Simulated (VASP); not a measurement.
Runs of VASP 6.6.1 on Si2Mo. The structure is that of space group I4/mmm (No. 139), or close to it. The cells are those of the table. 

```csv
task,level,potentials or basis,cell,k mesh,cutoff (eV),gap on the mesh (eV),pressure (GPa),relaxed volume (Å³/atom),largest force (eV/Å)
relaxation of cell and atoms,LDA,"VASP PAW LDA potentials, release 64 (Si, Mo_sv)","relaxed from a = 4.535 Å, angles 138.7, 138.7, 59.9°, 3 atoms",10 × 10 × 10,600,none,0.0,13.10,-
single point,r2SCAN,"VASP PAW PBE potentials, release 64 (Si, Mo_sv)","a = 4.426 Å, angles 138.5, 138.5, 60.2°, 3 atoms",13 × 13 × 13,520,none,(a),-,0.01
single point,LDA,"VASP PAW LDA potentials, release 64 (Si, Mo_sv)","a = 4.491 Å, angles 138.6, 138.6, 60.0°, 3 atoms",10 × 10 × 10,520,none,0.6,-,-
single point,PBEsol,"VASP PAW PBE potentials, release 64 (Si, Mo_sv)","a = 4.515 Å, angles 138.6, 138.6, 60.0°, 3 atoms",10 × 10 × 10,520,none,0.3,-,-
single point,PBE,"VASP PAW PBE potentials, release 64 (Si, Mo_sv)","a = 4.547 Å, angles 138.6, 138.6, 60.0°, 3 atoms",10 × 10 × 10,520,none,0.1,-,-
relaxation of cell and atoms,PBE,"VASP PAW PBE potentials, release 64 (Si, Mo_sv)","relaxed from a = 4.535 Å, angles 138.7, 138.7, 59.9°, 3 atoms",10 × 10 × 10,600,none,0.0,13.59,-
relaxation of cell and atoms,PBEsol,"VASP PAW PBE potentials, release 64 (Si, Mo_sv)","relaxed from a = 4.535 Å, angles 138.7, 138.7, 59.9°, 3 atoms",10 × 10 × 10,600,none,0.0,(b),-
single point,r2SCAN,"VASP PAW PBE potentials, release 64 (Si, Mo_sv)","a = 4.518 Å, angles 138.5, 138.5, 60.2°, 3 atoms",10 × 10 × 10,520,none,0.3,-,0.01
```

Alike in all rows: no spin polarisation; smearing fermi-dirac 0.1 eV.

**Question.** Fill in the values left out.

**Answer.** (a) 16.0; (b) 13.29.

Caveats: the PAW data sets were made with another functional, which shifts forces and pressure a little (some runs).

A k mesh can miss the band edges, and the runs leave out spin-orbit coupling on Mo.

A gap of «none» marks levels without a gap at the run's occupations.
